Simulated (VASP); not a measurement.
# HPbNO4 (P1) in VASP: settings compared

Aim: see how the results for HPbNO4 move with the level of theory and the settings. Levels: RPBE, revPBE, PBE, PBEsol, PBEsol+D3(BJ). Tasks: single point.

Program: VASP 6.6.1. These are calculated values, not measurements. Logs are shortened: lines on timing, memory, paths and dates and some standing lists are left out, and cuts for length are marked.

## 1. The cell of the first run

The typed cell holds 14 atoms: a = 4.120 Å, b = 6.427 Å, c = 8.387 Å, α = 67.04°, β = 89.96°, γ = 89.98°.

## 2. Single point, RPBE

The input, INCAR:

```
SYSTEM = HPbNO4
ALGO = Normal
EDIFF = 1E-6
ENCUT = 520
GGA = RP
ISIF = 2
ISMEAR = -1
LASPH = .TRUE.
LCHARG = .FALSE.
LREAL = .FALSE.
LWAVE = .FALSE.
NBANDS = 57
NELM = 80
PREC = Accurate
SIGMA = 0.05
```

The input, KPOINTS:

```
k-points
0
G
  5 4 3
  0 0 0
```

The input, POSCAR:

```
HPbNO4
1.0
    4.1204000000     -0.0008100000     -0.0112000000
    0.0040400000      6.4272200000      0.0536000000
    0.0279100000      3.2070700000      7.7499400000
H Pb N O
2 2 2 8
Direct
    0.9036600000      0.2182100000      0.4885100000
    0.4033700000      0.7817700000      0.5114200000
    0.3945500000      0.3086300000      0.7072500000
    0.8948900000      0.6913500000      0.2926600000
    0.6340900000      0.1999000000      0.2073000000
    0.1338600000      0.8001200000      0.7927500000
    0.9082900000      0.3286600000      0.5436900000
    0.5379200000      0.3907600000      0.1949700000
    0.5348300000      0.1127900000      0.1060200000
    0.8371800000      0.0888700000      0.3267200000
    0.4081700000      0.6713200000      0.4562400000
    0.0377400000      0.6092400000      0.8052000000
    0.0342900000      0.8873700000      0.8939700000
    0.3371600000      0.9110100000      0.6733000000
```

Potentials or basis: VASP PAW PBE potentials, release 64 (H, Pb_d, N, O).

On the command line:

```console
cat potpaw_PBE.64/H/POTCAR potpaw_PBE.64/Pb_d/POTCAR potpaw_PBE.64/N/POTCAR potpaw_PBE.64/O/POTCAR > POTCAR
mpirun -np 1 vasp_std > vasp.out
```

OUTCAR:

```text
SYSTEM = HPbNO4
   EDIFF = 1E-6
   ENCUT = 520
   GGA = RP
   ISIF = 2
   ISMEAR = -1
   LASPH = .TRUE.
   LREAL = .FALSE.
   NELM = 80
   PREC = Accurate

 ion  position               nearest neighbor table
   1  0.904  0.218  0.489-   7 0.99
   2  0.403  0.782  0.511-  11 0.99
   3  0.395  0.309  0.707-   7 2.40  11 2.46   7 2.50  14 2.69  12 2.79  13 2.95   4 3.96   4 3.96

   4  0.895  0.691  0.293-  11 2.40   7 2.46  11 2.50  10 2.69   8 2.79   9 2.95   3 3.96   3 3.96

   5  0.634  0.200  0.207-   8 1.25   9 1.25  10 1.29
   6  0.134  0.800  0.793-  12 1.25  13 1.25  14 1.29
   7  0.908  0.329  0.544-   1 0.99   3 2.40   4 2.46   3 2.50
   8  0.538  0.391  0.195-   5 1.25   4 2.79
   9  0.535  0.113  0.106-   5 1.25   4 2.95
  10  0.837  0.089  0.327-   5 1.29   4 2.69
  11  0.408  0.671  0.456-   2 0.99   4 2.40   3 2.46   4 2.50
  12  0.038  0.609  0.805-   6 1.25   3 2.79
  13  0.034  0.887  0.894-   6 1.25   3 2.95
  14  0.337  0.911  0.673-   6 1.29   3 2.69

  LATTYP: Found a triclinic cell.
 ALAT       =     8.3873504134
 B/A-ratio  =     0.7663260086
 C/A-ratio  =     0.4912654293
 COS(alpha) =     0.0004093095
 COS(beta)  =     0.0007408501
 COS(gamma) =     0.3900640650

  Lattice vectors:

 A1 = (  -0.0279100000,  -3.2070700000,  -7.7499400000)
 A2 = (  -0.0040400000,  -6.4272200000,  -0.0536000000)
 A3 = (  -4.1204000000,   0.0008100000,   0.0112000000)

Analysis of symmetry for initial positions (statically):
=====================================================================
 Subroutine PRICEL returns:
 Original cell was already a primitive cell.

 Routine SETGRP: Setting up the symmetry group for a
 triclinic supercell.

 Subroutine GETGRP returns: Found  1 space group operations
 (whereof  1 operations were pure point group operations)
 out of a pool of  2 trial point group operations.

The static configuration has the point symmetry C_1 .

Analysis of symmetry for dynamics (positions and initial velocities):
=====================================================================
 Subroutine PRICEL returns:
 Original cell was already a primitive cell.

 Routine SETGRP: Setting up the symmetry group for a
 triclinic supercell.

 Subroutine GETGRP returns: Found  1 space group operations
 (whereof  1 operations were pure point group operations)
 out of a pool of  2 trial point group operations.

The dynamic configuration has the point symmetry C_1 .

 Subroutine INISYM returns: Found  1 space group operations
 (whereof  1 operations are pure point group operations),
 and found     1 'primitive' translations

----------------------------------------------------------------------------------------

                                     Primitive cell

  volume of cell :     204.5331

  direct lattice vectors                    reciprocal lattice vectors
     4.120400000 -0.000810000 -0.011200000     0.242692644 -0.000145765 -0.000813693
     0.004040000  6.427220000  0.053600000    -0.000144924  0.156127154 -0.064607812
     0.027910000  3.207070000  7.749940000     0.000351735 -0.001080015  0.129478921

  length of vectors
     4.120415301  6.427444765  8.387350413     0.242694051  0.168967093  0.129483903

  position of ions in fractional coordinates (direct lattice)
     0.903660000  0.218210000  0.488510000
     0.403370000  0.781770000  0.511420000
     0.394550000  0.308630000  0.707250000
     0.894890000  0.691350000  0.292660000
     0.634090000  0.199900000  0.207300000
     0.133860000  0.800120000  0.792750000
     0.908290000  0.328660000  0.543690000
     0.537920000  0.390760000  0.194970000
     0.534830000  0.112790000  0.106020000
     0.837180000  0.088870000  0.326720000
     0.408170000  0.671320000  0.456240000
     0.037740000  0.609240000  0.805200000
     0.034290000  0.887370000  0.893970000
     0.337160000  0.911010000  0.673300000

  ion indices of the primitive-cell ions
   primitive index   ion index
                 1           1
                 2           2
                 3           3
                 4           4
                 5           5
                 6           6
                 7           7
                 8           8
                 9           9
                10          10
                11          11
                12          12
                13          13
                14          14

----------------------------------------------------------------------------------------

 KPOINTS: k-points

Automatic generation of k-mesh.
 Grid dimensions read from file:
 generate k-points for:    5    4    3

 Generating k-lattice:

  Cartesian coordinates                     Fractional coordinates (reciprocal lattice)
     0.048538529 -0.000029153 -0.000162739     0.200000000 -0.000000000 -0.000000000
    -0.000036231  0.039031788 -0.016151953     0.000000000  0.250000000 -0.000000000
     0.000117245 -0.000360005  0.043159640    -0.000000000 -0.000000000  0.333333333

  Length of vectors
     0.048538810  0.042241773  0.043161301

  Shift w.r.t. Gamma in fractional coordinates (k-lattice)
     0.000000000  0.000000000  0.000000000

 Subroutine IBZKPT returns following result:
 ===========================================

 Found     31 irreducible k-points:

 Following reciprocal coordinates:
            Coordinates               Weight
  0.000000  0.000000  0.000000      1.000000
  0.200000 -0.000000  0.000000      2.000000
  0.400000  0.000000  0.000000      2.000000
 -0.000000  0.250000  0.000000      2.000000
  0.200000  0.250000  0.000000      2.000000
  0.400000  0.250000  0.000000      2.000000
[... 16 lines left out ...]
  0.200000  0.500000  0.333333      2.000000
  0.400000  0.500000  0.333333      2.000000
 [... further k-points ...]
   k-points           NKPTS =     31   k-points in BZ     NKDIM =     31   number of bands    NBANDS=     57
   number of dos      NEDOS =    301   number of ions     NIONS =     14
   total plane-waves  NPLWV =  98304
   dimension x,y,z NGX =    32 NGY =   48 NGZ =   64
   dimension x,y,z NGXF=    64 NGYF=   96 NGZF=  128
   ions per type =               2   2   2   8
   NGX,Y,Z   is equivalent  to a cutoff of  12.91, 12.42, 12.69 a.u.
   NGXF,Y,Z  is equivalent  to a cutoff of  25.82, 24.83, 25.37 a.u.
 SYSTEM =  HPbNO4
   PREC   = accura    normal or accurate (medium, high low for compatibility)
   ISTART =      0    job   : 0-new  1-cont  2-samecut
   ICHARG =      2    charge: 1-file 2-atom 10-const
   ISPIN  =      1    spin polarized calculation?
   LNONCOLLINEAR =      F non collinear calculations
   LSORBIT =      F    spin-orbit coupling
   LASPH  =      T    aspherical Exc in radial PAW
   ENCUT  =  520.0 eV  38.22 Ry    6.18 a.u.   7.66 11.95 15.59*2*pi/ulx,y,z
   NELM   =     80;   NELMIN=  2; NELMDL= -5     # of ELM steps
   EDIFF  = 0.1E-05   stopping-criterion for ELM
   LREAL  =      F    real-space projection
   EDIFFG = 0.1E-04   stopping-criterion for IOM
   NSW    =      0    number of steps for IOM
   IBRION =     -1    ionic relax: 0-MD 1-quasi-New 2-CG
   NFREE  =      0    steps in history (QN), initial steepest desc. (CG)
   ISIF   =      2    stress and relaxation
   ISYM   =      2    0-nonsym 1-usesym 2-fastsym
   POTIM  = 0.5000    time-step for ionic-motion
   TEBEG  =    0.0;   TEEND  =   0.0 temperature during run
   PSTRESS=    0.0 pullay stress
   NELECT =      88.0000    total number of electrons
   NUPDOWN=      -1.0000    fix difference up-down
   EMIN   =  10.00;   EMAX   =-10.00  energy-range for DOS
   EFERMI =   0.00;   METHOD = LEGACY
   ISMEAR =    -1;   SIGMA  =   0.05  broadening in eV -4-tet -1-fermi 0-gaus
   EFERMI_NEDOS =   21; number of points for ismear=-14 and -15
   IALGO  =     38    algorithm
   IMIX   =      4    mixing-type and parameters
     AMIX     =   0.40;   BMIX     =  1.00
     AMIX_MAG =   1.60;   BMIX_MAG =  1.00
  volume/ion in A,a.u.               =      14.61        98.59
  Fermi-wavevector in a.u.,A,eV,Ry     =   1.235894  2.335501 20.782000  1.527434
  Thomas-Fermi vector in A             =   2.370525
   LORBIT       =      0    0 simple, 1 ext, 2 COOP (PROOUT), +10 PAW based schemes
   GGA     = RP    functional components
   LHFCALC =     F    Hartree Fock is set to
   AEXX    =    0.0000 exact exchange contribution
   IVDW    =     0    specifies the selected vdW correction
   LEPSILON=     F    determine dielectric tensor
   LRPA    =     F    only Hartree local field effects (RPA)
 non-spin polarized calculation
  energy-cutoff  :      520.00
  volume of cell :      204.53
 maximum number of plane-waves:      5534
   NGX = 15   NGY = 23   NGZ = 31

 number of electron      88.0000007 magnetization

 Free energy of the ion-electron system (eV)
  ---------------------------------------------------
  ext. energy  EPLUGINS =         0.00000000
  ---------------------------------------------------
  free energy    TOTEN  =       -77.60329688 eV

  energy without entropy =      -77.60329688  energy(sigma->0) =      -77.60329688

 E-fermi :   1.8747     XC(G=0):  -8.2364

 val. band max:        0.7353623274   @ k =   0.0000   0.2500   0.3333
 cond. band min:       4.0784572111   @ k =   0.4000   0.2500   0.0000
 fundamental gap:      3.3430948838
 Fermi energy:         1.8747361641

 k-point     1 :       0.0000    0.0000    0.0000
  band No.  band energies     occupation
      1     -24.8874      2.00000
      2     -24.8743      2.00000
      3     -19.5303      2.00000
      4     -19.5206      2.00000
      5     -19.2213      2.00000
      6     -19.1769      2.00000
[... 48 lines left out ...]
     55       9.8493      0.00000
     56      10.4833      0.00000

 k-point     2 :       0.2000   -0.0000    0.0000
  band No.  band energies     occupation
      1     -24.8803      2.00000
      2     -24.8697      2.00000
      3     -19.5270      2.00000
      4     -19.5191      2.00000
      5     -19.2265      2.00000
      6     -19.1906      2.00000
[... 48 lines left out ...]
     55      10.2830      0.00000
     56      10.6282      0.00000

 k-point     3 :       0.4000    0.0000    0.0000
  band No.  band energies     occupation
      1     -24.8674      2.00000
      2     -24.8634      2.00000
      3     -19.5208      2.00000
      4     -19.5177      2.00000
      5     -19.2309      2.00000
      6     -19.2172      2.00000
[... 1172 lines left out ...]
 k-point    23 :       0.2000    0.5000    0.3333
  band No.  band energies     occupation
      1     -24.8772      2.00000
      2     -24.8712      2.00000
      3     -19.5318      2.00000
      4     -19.5210      2.00000
      5     -19.2226      2.00000
      6     -19.1949      2.00000
[... 48 lines left out ...]
     55      10.2349      0.00000
     56      10.7547      0.00000

 k-point    24 :       0.4000    0.5000    0.3333
  band No.  band energies     occupation
      1     -24.8659      2.00000
      2     -24.8636      2.00000
      3     -19.5236      2.00000
      4     -19.5195      2.00000
      5     -19.2293      2.00000
      6     -19.2187      2.00000
[... 48 lines left out ...]
     55      10.2928      0.00000
     56      10.5891      0.00000

 [... further k-points ...]

 [bands above 56 left out]

------------------------ aborting loop because EDIFF is reached ----------------------------------------

  FORCE on cell =-STRESS in cart. coord.  units (eV):
  Direction    XX          YY          ZZ          XY          YZ          ZX
  --------------------------------------------------------------------------------------
  -------------------------------------------------------------------------------------
  Total        3.2455181      5.1803988      3.7498974      0.0003630      0.3999140     -0.0023086
  in kB       25.4232514     40.5798321     29.3742264      0.0028437      3.1326627     -0.0180839
  external PRESSURE =      31.7924367 kB  Pullay stress =       0.0000000 kB

 VOLUME and BASIS-vectors are now :
 -----------------------------------------------------------------------------
  energy-cutoff  :      520.00
  volume of cell :      204.53
      direct lattice vectors                 reciprocal lattice vectors
     4.120400000 -0.000810000 -0.011200000     0.242692644 -0.000145765 -0.000813693
     0.004040000  6.427220000  0.053600000    -0.000144924  0.156127154 -0.064607812
     0.027910000  3.207070000  7.749940000     0.000351735 -0.001080015  0.129478921

 POSITION                                       TOTAL-FORCE (eV/Angst)
 -----------------------------------------------------------------------------------
      3.73796      2.96844      3.78750         0.005111      0.036043      0.029618
      1.67948      6.66444      4.00086         0.005350     -0.035782     -0.029233
      1.64669      4.25151      5.49327         0.049711      0.017857      0.125570
      3.69827      5.38131      2.29513         0.048726     -0.017588     -0.125378
      2.61930      1.94911      1.61018         0.083758     -0.009568      0.068068
      0.57691      7.68484      6.18515         0.080592      0.007702     -0.066136
      3.75902      3.85529      4.22101        -0.010230     -0.085656     -0.020432
      2.22347      3.13635      1.52593        -0.257476      0.653382     -0.086278
      2.20713      1.06451      0.82170        -0.245155     -0.490200     -0.472261
      3.45899      1.61832      2.52745         0.374274     -0.123508      0.376951
      1.69727      5.77758      3.56724        -0.010040      0.085108      0.019767
      0.18044      6.49802      6.27248        -0.256883     -0.651788      0.087805
      0.16982      8.57032      6.97539        -0.241096      0.490311      0.472513
      1.41171      8.01431      5.26309         0.373357      0.123686     -0.380573
 -----------------------------------------------------------------------------------
    total drift:                               -0.000822      0.000044      0.000048

  FREE ENERGIE OF THE ION-ELECTRON SYSTEM (eV)
  ---------------------------------------------------
  free  energy   TOTEN  =       -77.6032968811 eV

  energy  without entropy=      -77.6032968810  energy(sigma->0) =      -77.60329688
```

Wall time 7.1 min (1 thread of Intel Xeon Platinum 8259CL at 2.50GHz (Skylake/Cascade Lake), shared host); peak memory 0.47 GiB.

Results:

| Quantity | Value |
| --- | --- |
| Free energy | -77.6033 eV |
| Pressure | 3.2 GPa |
| Largest force | 0.723 eV/Å |
| Band gap on the k mesh | 3.34 eV (least direct gap 3.42 eV) |

Forces in eV/Å, atoms in the order of the input:
```
H    0.005  0.036  0.030
H    0.005 -0.036 -0.029
Pb   0.050  0.018  0.126
Pb   0.049 -0.018 -0.125
N    0.084 -0.010  0.068
N    0.081  0.008 -0.066
O   -0.010 -0.086 -0.020
O   -0.257  0.653 -0.086
O   -0.245 -0.490 -0.472
O    0.374 -0.124  0.377
O   -0.010  0.085  0.020
O   -0.257 -0.652  0.088
O   -0.241  0.490  0.473
O    0.373  0.124 -0.381
```

Stress tensor (GPa, compression positive):
```
2.54 0.00 0.00
0.00 4.06 0.31
0.00 0.31 2.94
```

Levels at points of the mesh, in eV from the valence-band top:
| k point | band 40 | band 41 | band 42 | band 43 | band 44 | band 45 | band 46 | band 47 | band 48 | band 49 |
| --- | --- | --- | --- | --- | --- | --- | --- | --- | --- | --- |
| (0.00, 0.00, 0.00) | -1.42 | -1.27 | -0.29 | -0.21 | -0.15 | 3.43 | 3.57 | 4.69 | 4.85 | 5.98 |
| (0.00, 0.50, 0.00) | -1.25 | -1.19 | -0.41 | -0.34 | -0.16 | 3.53 | 3.65 | 4.48 | 4.65 | 5.23 |

Caveat: the standard files for N, O and F lose accuracy on very short bonds; the cell stands under pressure; the PAW data sets were made with another functional, which shifts forces and pressure a little; spin-orbit coupling is left out, which moves the levels of the heavy elements; an odd mesh through Γ misses points on the zone boundary, where band edges can lie.

## 3. Single point, revPBE

The input, INCAR:

```
PREC = Accurate
ENCUT = 520
EDIFF = 1E-6
ISMEAR = -1
SIGMA = 0.05
LREAL = False
LASPH = True
NELM = 60
ALGO = Normal
ISIF = 2
LWAVE = False
LCHARG = True
GGA = RE
LELF = True
LVHAR = True
NBANDS = 57
```

The input, KPOINTS:

```
regular mesh
0
Gamma
  5 4 3
```

POSCAR is that of step 2.

Potentials or basis: VASP PAW PBE potentials, release 64 (H, Pb_d, N, O).

On the command line:

```console
cat potpaw_PBE.64/H/POTCAR potpaw_PBE.64/Pb_d/POTCAR potpaw_PBE.64/N/POTCAR potpaw_PBE.64/O/POTCAR > POTCAR
mpirun -np 1 vasp_std > vasp.out
```

Run time: 3.9 min. Hardware: 1 thread of Intel Xeon 6975P-C (Granite Rapids), shared host; peak memory 0.46 GiB.

The run converged. Its results:

```
Free energy            : -77.8808 eV
Pressure               : 2.6 GPa
Largest force          : 0.636 eV/Å
Band gap on the k mesh : 3.34 eV (least direct gap 3.41 eV)
```

Forces on the atoms (eV/Å):
```
H    0.002  0.005  0.009
H    0.002 -0.005 -0.008
Pb   0.033  0.013  0.083
Pb   0.032 -0.012 -0.083
N    0.075 -0.007  0.066
N    0.071  0.005 -0.065
O   -0.008 -0.042 -0.005
O   -0.216  0.578 -0.069
O   -0.212 -0.437 -0.411
O    0.326 -0.112  0.336
O   -0.008  0.042  0.004
O   -0.216 -0.576  0.071
O   -0.208  0.437  0.412
O    0.326  0.112 -0.339
```

Stress tensor (GPa, compression positive):
```
2.05 0.00 0.00
0.00 3.35 0.29
0.00 0.29 2.40
```

Levels at points of the mesh, in eV from the valence-band top:
| k point | band 41 | band 42 | band 43 | band 44 | band 45 | band 46 | band 47 | band 48 |
| --- | --- | --- | --- | --- | --- | --- | --- | --- |
| (0.00, 0.00, 0.00) | -1.27 | -0.28 | -0.20 | -0.16 | 3.42 | 3.57 | 4.67 | 4.84 |
| (0.00, 0.50, 0.00) | -1.19 | -0.41 | -0.34 | -0.16 | 3.52 | 3.65 | 4.45 | 4.64 |

Caveat: the standard files for N, O and F lose accuracy on very short bonds; the PAW data sets were made with another functional, which shifts forces and pressure a little; spin-orbit coupling is left out, which moves the levels of the heavy elements; an odd mesh through Γ misses points on the zone boundary, where band edges can lie.

[end of part 1 of 2]
